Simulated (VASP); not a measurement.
# LiF (kscan) (Fm-3m) in VASP: notebook

Runs on LiF (kscan). Level: r2SCAN. Tasks: single point, relaxation of cell and atoms.

Everything below comes from runs of VASP 6.6.1. Logs are shortened: lines on timing, memory, paths and dates and some standing lists are left out, and cuts for length are marked.

**1. The cell of the first run**

It takes space group Fm-3m (No. 225, cubic). Conventional cell: a = 4.083 Å, b = 4.083 Å, c = 4.083 Å, α = 90.00°, β = 90.00°, γ = 90.00°. Within 2.7 Å of Li (site symmetry m-3m) lie 6 F at 2.04 Å. F (site symmetry m-3m) has 6 Li at 2.04 Å within 2.7 Å.

**2. Single point, r2SCAN**

Contents of POSCAR:

```
LiF
1.0
    0.0000000000      2.0417135700      2.0417135700
    2.0417135700      0.0000000000      2.0417135700
    2.0417135700      2.0417135700      0.0000000000
Li F
1 1
Direct
    0.0000000000      0.0000000000      0.0000000000
    0.5000000000      0.5000000000      0.5000000000
```

Contents of INCAR.step1:

```
  ALGO = Normal
  EDIFF = 1E-4
  ENCUT = 520
  GGA = PE
  ISMEAR = 0
  LASPH = True
  LCHARG = False
  LREAL = False
  LWAVE = True
  NBANDS = 12
  NELM = 100
  PREC = Accurate
  SIGMA = 0.1
```

Contents of INCAR.step2:

```
  ALGO = Normal
  EDIFF = 1E-6
  ENCUT = 520
  ISIF = 2
  ISMEAR = 0
  ISTART = 1
  LASPH = True
  LCHARG = True
  LELF = True
  LMIXTAU = True
  LREAL = False
  LVHAR = True
  LWAVE = False
  METAGGA = R2SCAN
  NBANDS = 12
  NELM = 100
  PREC = Accurate
  SIGMA = 0.1
```

Contents of KPOINTS:

```
k-points
0
Gamma
  8 8 8
```

Potentials or basis: VASP PAW PBE potentials, release 64 (Li_sv, F).

Command:

```bash
$ cat potpaw_PBE.64/Li_sv/POTCAR potpaw_PBE.64/F/POTCAR > POTCAR
$ cp INCAR.step1 INCAR
$ mpirun -np 1 vasp_std > vasp.out
$ cp INCAR.step2 INCAR
$ mpirun -np 1 vasp_std > vasp.out
```

OUTCAR:

```text
EDIFF = 1E-6
   ENCUT = 520
   ISIF = 2
   ISMEAR = 0
   ISTART = 1
   LASPH = True
   LREAL = False
   METAGGA = R2SCAN
   NELM = 100
   PREC = Accurate

 ion  position               nearest neighbor table
   1  0.000  0.000  0.000-   2 2.04   2 2.04   2 2.04   2 2.04   2 2.04   2 2.04
   2  0.500  0.500  0.500-   1 2.04   1 2.04   1 2.04   1 2.04   1 2.04   1 2.04

  LATTYP: Found a face centered cubic cell.
 ALAT       =     4.0834271400

  Lattice vectors:

 A1 = (   0.0000000000,   2.0417135700,   2.0417135700)
 A2 = (   2.0417135700,   0.0000000000,   2.0417135700)
 A3 = (   2.0417135700,   2.0417135700,   0.0000000000)

Analysis of symmetry for initial positions (statically):
=====================================================================
 Subroutine PRICEL returns:
 Original cell was already a primitive cell.

 Routine SETGRP: Setting up the symmetry group for a
 face centered cubic supercell.

 Subroutine GETGRP returns: Found 48 space group operations
 (whereof 48 operations were pure point group operations)
 out of a pool of 48 trial point group operations.

The static configuration has the point symmetry O_h .

Analysis of symmetry for dynamics (positions and initial velocities):
=====================================================================
 Subroutine PRICEL returns:
 Original cell was already a primitive cell.

 Routine SETGRP: Setting up the symmetry group for a
 face centered cubic supercell.

 Subroutine GETGRP returns: Found 48 space group operations
 (whereof 48 operations were pure point group operations)
 out of a pool of 48 trial point group operations.

The dynamic configuration has the point symmetry O_h .

 Subroutine INISYM returns: Found 48 space group operations
 (whereof 48 operations are pure point group operations),
 and found     1 'primitive' translations

----------------------------------------------------------------------------------------

                                     Primitive cell

  volume of cell :      17.0222

  direct lattice vectors                    reciprocal lattice vectors
     0.000000000  2.041713570  2.041713570    -0.244892333  0.244892333  0.244892333
     2.041713570  0.000000000  2.041713570     0.244892333 -0.244892333  0.244892333
     2.041713570  2.041713570  0.000000000     0.244892333  0.244892333 -0.244892333

  length of vectors
     2.887419021  2.887419021  2.887419021     0.424165964  0.424165964  0.424165964

  position of ions in fractional coordinates (direct lattice)
     0.000000000  0.000000000  0.000000000
     0.500000000  0.500000000  0.500000000

  ion indices of the primitive-cell ions
   primitive index   ion index
                 1           1
                 2           2

----------------------------------------------------------------------------------------

 KPOINTS: k-points

Automatic generation of k-mesh.
 Grid dimensions read from file:
 generate k-points for:    8    8    8

 Generating k-lattice:

  Cartesian coordinates                     Fractional coordinates (reciprocal lattice)
    -0.030611542  0.030611542  0.030611542     0.125000000  0.000000000  0.000000000
     0.030611542 -0.030611542  0.030611542     0.000000000  0.125000000  0.000000000
     0.030611542  0.030611542 -0.030611542     0.000000000  0.000000000  0.125000000

  Length of vectors
     0.053020745  0.053020745  0.053020745

  Shift w.r.t. Gamma in fractional coordinates (k-lattice)
     0.000000000  0.000000000  0.000000000

 Subroutine IBZKPT returns following result:
 ===========================================

 Found     29 irreducible k-points:

 Following reciprocal coordinates:
            Coordinates               Weight
  0.000000  0.000000  0.000000      1.000000
  0.125000  0.000000  0.000000      8.000000
  0.250000  0.000000  0.000000      8.000000
  0.375000  0.000000  0.000000      8.000000
  0.500000  0.000000  0.000000      4.000000
  0.125000  0.125000  0.000000      6.000000
[... 16 lines left out ...]
  0.500000  0.250000  0.125000     48.000000
 -0.375000  0.250000  0.125000     24.000000
 [... further k-points ...]
   k-points           NKPTS =     29   k-points in BZ     NKDIM =     29   number of bands    NBANDS=     12
   number of dos      NEDOS =    301   number of ions     NIONS =      2
   total plane-waves  NPLWV =  13824
   dimension x,y,z NGX =    24 NGY =   24 NGZ =   24
   dimension x,y,z NGXF=    48 NGYF=   48 NGZF=   48
   ions per type =               1   1
   NGX,Y,Z   is equivalent  to a cutoff of  13.82, 13.82, 13.82 a.u.
   NGXF,Y,Z  is equivalent  to a cutoff of  27.64, 27.64, 27.64 a.u.
 SYSTEM =  unknown system
   PREC   = accura    normal or accurate (medium, high low for compatibility)
   ISTART =      1    job   : 0-new  1-cont  2-samecut
   ICHARG =      0    charge: 1-file 2-atom 10-const
   ISPIN  =      1    spin polarized calculation?
   LNONCOLLINEAR =      F non collinear calculations
   LSORBIT =      F    spin-orbit coupling
   LASPH  =      T    aspherical Exc in radial PAW
   ENCUT  =  520.0 eV  38.22 Ry    6.18 a.u.   5.37  5.37  5.37*2*pi/ulx,y,z
   NELM   =    100;   NELMIN=  2; NELMDL=  0     # of ELM steps
   EDIFF  = 0.1E-05   stopping-criterion for ELM
   LREAL  =      F    real-space projection
   EDIFFG = 0.1E-04   stopping-criterion for IOM
   NSW    =      0    number of steps for IOM
   IBRION =     -1    ionic relax: 0-MD 1-quasi-New 2-CG
   NFREE  =      0    steps in history (QN), initial steepest desc. (CG)
   ISIF   =      2    stress and relaxation
   ISYM   =      2    0-nonsym 1-usesym 2-fastsym
   POTIM  = 0.5000    time-step for ionic-motion
   TEBEG  =    0.0;   TEEND  =   0.0 temperature during run
   PSTRESS=    0.0 pullay stress
   NELECT =      10.0000    total number of electrons
   NUPDOWN=      -1.0000    fix difference up-down
   EMIN   =  10.00;   EMAX   =-10.00  energy-range for DOS
   EFERMI =   0.00;   METHOD = LEGACY
   ISMEAR =     0;   SIGMA  =   0.10  broadening in eV -4-tet -1-fermi 0-gaus
   EFERMI_NEDOS =   21; number of points for ismear=-14 and -15
   IALGO  =     38    algorithm
   IMIX   =      4    mixing-type and parameters
     AMIX     =   0.40;   BMIX     =  1.00
     AMIX_MAG =   1.60;   BMIX_MAG =  1.00
  volume/ion in A,a.u.               =       8.51        57.44
  Fermi-wavevector in a.u.,A,eV,Ry     =   1.371103  2.591009 25.577904  1.879923
  Thomas-Fermi vector in A             =   2.496830
   LORBIT       =      0    0 simple, 1 ext, 2 COOP (PROOUT), +10 PAW based schemes
   METAGGA = R2SCAN    functional components
   LHFCALC =     F    Hartree Fock is set to
   AEXX    =    0.0000 exact exchange contribution
   IVDW    =     0    specifies the selected vdW correction
   LEPSILON=     F    determine dielectric tensor
   LRPA    =     F    only Hartree local field effects (RPA)
 non-spin polarized calculation
 Gauss-broadening in eV      SIGMA  =   0.10
  energy-cutoff  :      520.00
  volume of cell :       17.02
 maximum number of plane-waves:       471
 NGX is ok and might be reduce to    24
   NGX = 11   NGY = 11   NGZ = 11

 number of electron       9.9999995 magnetization

 Free energy of the ion-electron system (eV)
  ---------------------------------------------------
  ext. energy  EPLUGINS =         0.00000000
  ---------------------------------------------------
  free energy    TOTEN  =       -11.88309877 eV

  energy without entropy =      -11.88309877  energy(sigma->0) =      -11.88309877

 E-fermi :  -1.3913     XC(G=0): -10.3270

 val. band max:       -1.8773126679   @ k =   0.0000   0.0000   0.0000
 cond. band min:       8.0025047859   @ k =   0.0000   0.0000   0.0000
 fundamental gap:      9.8798174538
 Fermi energy:        -1.3913440867

 k-point     1 :       0.0000    0.0000    0.0000
  band No.  band energies     occupation
      1     -44.0349      2.00000
      2     -22.8654      2.00000
      3      -1.8773      2.00000
      4      -1.8773      2.00000
      5      -1.8773      2.00000
      6       8.0025      0.00000
      7      23.1921      0.00000
      8      23.1921      0.00000
      9      23.1921      0.00000
     10      23.6123      0.00000
     11      23.6123      0.00000
     12      23.6141      0.00000

 k-point     2 :       0.1250    0.0000    0.0000
  band No.  band energies     occupation
      1     -44.0280      2.00000
      2     -22.8123      2.00000
      3      -2.2822      2.00000
      4      -1.9122      2.00000
      5      -1.9122      2.00000
      6       8.4325      0.00000
      7      19.6564      0.00000
      8      21.6746      0.00000
      9      21.6758      0.00000
     10      24.7382      0.00000
     11      24.7384      0.00000
     12      24.9566      0.00000

 k-point     3 :       0.2500    0.0000    0.0000
  band No.  band energies     occupation
      1     -44.0112      2.00000
      2     -22.6793      2.00000
      3      -3.1598      2.00000
      4      -1.9940      2.00000
      5      -1.9940      2.00000
      6       9.2518      0.00000
      7      16.9762      0.00000
      8      19.8823      0.00000
      9      19.8835      0.00000
     10      26.3393      0.00000
     11      26.4786      0.00000
     12      26.4787      0.00000
[... 286 lines left out ...]
 k-point    23 :       0.5000    0.2500    0.1250
  band No.  band energies     occupation
      1     -43.9863      2.00000
      2     -22.4320      2.00000
      3      -3.8696      2.00000
      4      -2.9242      2.00000
      5      -2.2746      2.00000
      6      11.2196      0.00000
      7      14.9570      0.00000
      8      18.3994      0.00000
      9      18.7925      0.00000
     10      24.8166      0.00000
     11      29.2219      0.00000
     12      32.1525      0.00000

 k-point    24 :      -0.3750    0.2500    0.1250
  band No.  band energies     occupation
      1     -43.9808      2.00000
      2     -22.3778      2.00000
      3      -4.0669      2.00000
      4      -3.0317      2.00000
      5      -2.3397      2.00000
      6      11.4588      0.00000
      7      14.7323      0.00000
      8      18.2382      0.00000
      9      18.4963      0.00000
     10      26.5166      0.00000
     11      27.8599      0.00000
     12      33.2999      0.00000

 [... further k-points ...]

------------------------ aborting loop because EDIFF is reached ----------------------------------------

  FORCE on cell =-STRESS in cart. coord.  units (eV):
  Direction    XX          YY          ZZ          XY          YZ          ZX
  --------------------------------------------------------------------------------------
  -------------------------------------------------------------------------------------
  Total       -0.5988998     -0.5988998     -0.5988998      0.0000000      0.0000000      0.0000000
  in kB      -56.3702971    -56.3702971    -56.3702971      0.0000000      0.0000000      0.0000000
  external PRESSURE =     -56.3702971 kB  Pullay stress =       0.0000000 kB

 VOLUME and BASIS-vectors are now :
 -----------------------------------------------------------------------------
  energy-cutoff  :      520.00
  volume of cell :       17.02
      direct lattice vectors                 reciprocal lattice vectors
     0.000000000  2.041713570  2.041713570    -0.244892333  0.244892333  0.244892333
     2.041713570  0.000000000  2.041713570     0.244892333 -0.244892333  0.244892333
     2.041713570  2.041713570  0.000000000     0.244892333  0.244892333 -0.244892333

 POSITION                                       TOTAL-FORCE (eV/Angst)
 -----------------------------------------------------------------------------------
      0.00000      0.00000      0.00000        -0.000000     -0.000000     -0.000000
      2.04171      2.04171      2.04171         0.000000      0.000000      0.000000
 -----------------------------------------------------------------------------------
    total drift:                               -0.000000     -0.000000      0.000000

  FREE ENERGIE OF THE ION-ELECTRON SYSTEM (eV)
  ---------------------------------------------------
  free  energy   TOTEN  =       -11.8830987671 eV

  energy  without entropy=      -11.8830987671  energy(sigma->0) =      -11.88309877
```

Run time: 45 s. Hardware: 1 thread of AMD EPYC 7R13, shared host; peak memory 0.11 GiB.

What came out:

- Free energy: -11.8831 eV
- Band gap on the k mesh: 9.88 eV, direct

Caveat: the cutoff is under 1.25 times the usual one of these potentials, so pressure, stress and relaxed cells hold a basis-set (Pulay) error; the PAW data sets were made with another functional, which shifts forces and pressure a little. r2SCAN opens gaps a little over a GGA but as a rule still falls short of measured ones.

**3. Single point, r2SCAN**

This run uses another cell than the first one, of 7.94 Å³/atom, 0.933 times its volume.

Contents of POSCAR:

```
LiF
1.0
    0.0000000000      1.9947787397      1.9947787397
    1.9947787397      0.0000000000      1.9947787397
    1.9947787397      1.9947787397      0.0000000000
Li F
1 1
Direct
    0.0000000000      0.0000000000      0.0000000000
    0.5000000000      0.5000000000      0.5000000000
```

Contents of INCAR.step1:

```
PREC = Accurate
ENCUT = 520
ISMEAR = 0
SIGMA = 0.02
LREAL = F
LASPH = T
NELM = 100
NBANDS = 12
GGA = PE
ALGO = Normal
EDIFF = 1E-4
LWAVE = T
LCHARG = F
```

Contents of INCAR.step2:

```
PREC = Accurate
ENCUT = 520
EDIFF = 1E-6
ISMEAR = 0
SIGMA = 0.02
LREAL = F
LASPH = T
NELM = 100
ALGO = Normal
ISIF = 2
LWAVE = F
LCHARG = F
METAGGA = R2SCAN
LMIXTAU = T
NBANDS = 12
ISTART = 1
```

Contents of KPOINTS:

```
regular mesh
0
Gamma
  10 10 10
```

Potentials or basis: VASP PAW PBE potentials, release 64 (Li_sv, F).

Command:

```bash
$ cat potpaw_PBE.64/Li_sv/POTCAR potpaw_PBE.64/F/POTCAR > POTCAR
$ cp INCAR.step1 INCAR
$ mpirun -np 1 vasp_std > vasp.out
$ cp INCAR.step2 INCAR
$ mpirun -np 1 vasp_std > vasp.out
```

Run time: 68 s. Hardware: 1 thread of AMD EPYC 7R13, shared host; peak memory 0.11 GiB.

The run converged. Its results:

```yaml
Free_energy: -11.9032 eV
Band_gap_on_the_k_mesh: 10.55 eV, direct
```

Levels at points of the mesh, in eV from the valence-band top:
```
           k point  band 3  band 4  band 5  band 6  band 7  band 8
(0.00, 0.00, 0.00)    0.00    0.00    0.00   10.55   25.77   25.77
(0.50, 0.00, 0.00)   -2.58   -0.25   -0.25   11.99   18.50   20.68
(0.50, 0.50, 0.00)   -3.13   -1.05   -1.05   16.35   17.59   19.49
```

Caveat: the cutoff is under 1.25 times the usual one of these potentials, so pressure, stress and relaxed cells hold a basis-set (Pulay) error; the PAW data sets were made with another functional, which shifts forces and pressure a little. A k mesh can miss the band edges.

**4. Relaxation of cell and atoms, r2SCAN**

Contents of POSCAR:

```
LiF
1.0
    0.0000000000      2.0417135700      2.0417135700
    2.0417135700      0.0000000000      2.0417135700
    2.0417135700      2.0417135700      0.0000000000
Li F
1 1
Direct
    0.0000000000      0.0000000000      0.0000000000
    0.5000000000      0.5000000000      0.5000000000
```

Contents of INCAR.step1:

```
SYSTEM = LiF
  PREC = Accurate
  ENCUT = 600
  ISMEAR = 0
  SIGMA = 0.02
  LREAL = .FALSE.
  LASPH = .TRUE.
  NELM = 100
  GGA = PE
  ALGO = Normal
  EDIFF = 1E-4
  LWAVE = .TRUE.
  LCHARG = .FALSE.
```

Contents of INCAR.step2:

```
SYSTEM = LiF
  PREC = Accurate
  ENCUT = 600
  EDIFF = 1E-6
  ISMEAR = 0
  SIGMA = 0.02
  LREAL = .FALSE.
  LASPH = .TRUE.
  NELM = 100
  ALGO = Normal
  ISIF = 3
  LWAVE = .FALSE.
  LCHARG = .FALSE.
  METAGGA = R2SCAN
  LMIXTAU = .TRUE.
  IBRION = 2
  NSW = 100
  EDIFFG = -0.002
  ISTART = 1
```

Contents of KPOINTS:

```
Automatic mesh
0
G
  10 10 10
  0 0 0
```

Command:

```bash
$ cat potpaw_PBE.64/Li_sv/POTCAR potpaw_PBE.64/F/POTCAR > POTCAR
$ cp INCAR.step1 INCAR
$ mpirun -np 1 vasp_std > vasp.out
$ cp INCAR.step2 INCAR
$ mpirun -np 1 vasp_std > vasp.out
```

Run time: 3 min. Hardware: 1 thread of AMD EPYC 7R13, shared host; peak memory 0.11 GiB.

It converged, with:

```yaml
Free_energy: -11.9149 eV
Relaxed_volume: 7.84 Å³/atom
Relaxed_cell: a = 2.809 Å, b = 2.809 Å, c = 2.809 Å, α = 60.00°, β = 60.00°, γ = 60.00°
Space_group_after_relaxing_to_0.05_Å: Fm-3m (No. 225)
Energy_gained_by_relaxing: 13.6 meV/atom
Ionic_steps: 4
Pressure_after_relaxing: 0.0 GPa
Band_gap_on_the_k_mesh: 10.68 eV, direct
```

Step by step:
```tsv
step	energy change (eV)	largest force (eV/Å)	pressure (GPa)	volume (Å³)
1	0.0000	0.0000	-5.86	17.02
2	-0.0211	0.0000	-3.04	16.27
3	-0.0271	0.0000	0.36	15.61
4	-0.0272	0.0000	0.00	15.68
```

Final structure:
```
Li F
1.0
     0.00000    1.98642    1.98642
     1.98642    0.00000    1.98642
     1.98642    1.98642    0.00000
Li F
1 1
Direct
  0.00000 0.00000 0.00000
  0.50000 0.50000 0.50000
```

Levels at points of the mesh, in eV from the valence-band top:
```csv
k point,band 2,band 3,band 4,band 5,band 6,band 7,band 8,band 9
"(0.00, 0.00, 0.00)",-21.21,0.00,0.00,0.00,10.68,25.91,25.91,25.91
"(0.50, 0.00, 0.00)",-20.77,-2.62,-0.26,-0.26,12.07,18.66,20.78,20.78
"(0.50, 0.50, 0.00)",-20.48,-3.19,-1.07,-1.07,16.48,17.66,19.66,22.44
```

Caveat: the cutoff is under 1.25 times the usual one of these potentials, so pressure, stress and relaxed cells hold a basis-set (Pulay) error; the PAW data sets were made with another functional, which shifts forces and pressure a little. A k mesh can miss the band edges.

**5. Summary**

| task | cell | k mesh | cutoff (eV) | smearing | gap on the mesh (eV) |
| --- | --- | --- | --- | --- | --- |
| single point | a = 2.887 Å, angles 60.0°, 2 atoms | 8 × 8 × 8 | 520 | gaussian 0.1 eV | 9.88 |
| single point | a = 2.821 Å, angles 60.0°, 2 atoms | 10 × 10 × 10 | 520 | gaussian 0.02 eV | 10.55 |
| relaxation of cell and atoms | relaxed from a = 2.887 Å, angles 60.0°, 2 atoms | 10 × 10 × 10 | 600 | gaussian 0.02 eV | 10.68 |

Alike in all rows: level r2SCAN; potentials or basis VASP PAW PBE potentials, release 64 (Li_sv, F); no spin polarisation.

Caveats: the cutoff is under 1.25 times the usual one of these potentials, so pressure, stress and relaxed cells hold a basis-set (Pulay) error; the PAW data sets were made with another functional, which shifts forces and pressure a little.

Absolute energies hang on the potentials; compare differences alone.
